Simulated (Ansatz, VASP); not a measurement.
NaF: VASP beside Ansatz

File POSCAR:

```
NaF
1.0
    0.0000000000      2.2739627796      2.2739627796
    2.2739627796      0.0000000000      2.2739627796
    2.2739627796      2.2739627796      0.0000000000
Na F
1 1
Direct
    0.0000000000      0.0000000000      0.0000000000
    0.5000000000      0.5000000000      0.5000000000
```

File INCAR.step1:

```
ALGO = Normal
EDIFF = 1E-4
ENCUT = 520
GGA = PE
ISMEAR = 0
LASPH = T
LCHARG = F
LREAL = F
LWAVE = T
NBANDS = 14
NELM = 80
PREC = Accurate
SIGMA = 0.01
```

The input INCAR.step2:

```
ALGO = Normal
EDIFF = 1E-7
ENCUT = 520
ISIF = 2
ISMEAR = 0
ISTART = 1
LASPH = T
LCHARG = F
LMIXTAU = T
LREAL = F
LWAVE = F
METAGGA = R2SCAN
NBANDS = 14
NELM = 80
PREC = Accurate
SIGMA = 0.01
```

KPOINTS

```
k-points
0
Gamma
  8 8 8
```

Input for Ansatz:

```yaml
crystal:
  lattice:
    - [0.0, 2.2739627796, 2.2739627796]
    - [2.2739627796, 0.0, 2.2739627796]
    - [2.2739627796, 2.2739627796, 0.0]
  atoms:
    - { symbol: Na, position: [0.0, 0.0, 0.0] }
    - { symbol: F, position: [0.5, 0.5, 0.5] }
kpoints:
  mp_grid: { grid: [8, 8, 8] }
hamiltonian:
  xc: r2scan
scf:
  occupations: { method: fixed }
  n_extra_bands: 4
output:
  forces: true
  stress: true
  eigenvalues: true
```

Alike in both runs: task single point; functional r2SCAN; k mesh 8 × 8 × 8; no spin polarisation.

|  | VASP | Ansatz |
| --- | --- | --- |
| version | VASP 6.6.1 | Ansatz 0.2.0 |
| potentials or method | VASP PAW PBE potentials, release 64 (Na_pv, F) | plane waves, PAW |
| plane-wave cutoff (eV) | 520 | 500 |
| occupations | gaussian, width 0.01 eV | fixed |
| valence electrons in the cell | 14 | 16 |

|  | VASP | Ansatz | Ansatz less VASP |
| --- | --- | --- | --- |
| gap on the k mesh at the Fermi level (eV) | 7.50 | 7.46 | -0.040 |
| pressure (GPa) | 1.0 | 1.8 | +0.78 |

VASP's potentials were made for PBE, not for r2SCAN. VASP's potentials hold 14 valence electrons a cell and Ansatz's 16, so a difference there can come from the potentials and not from the codes.
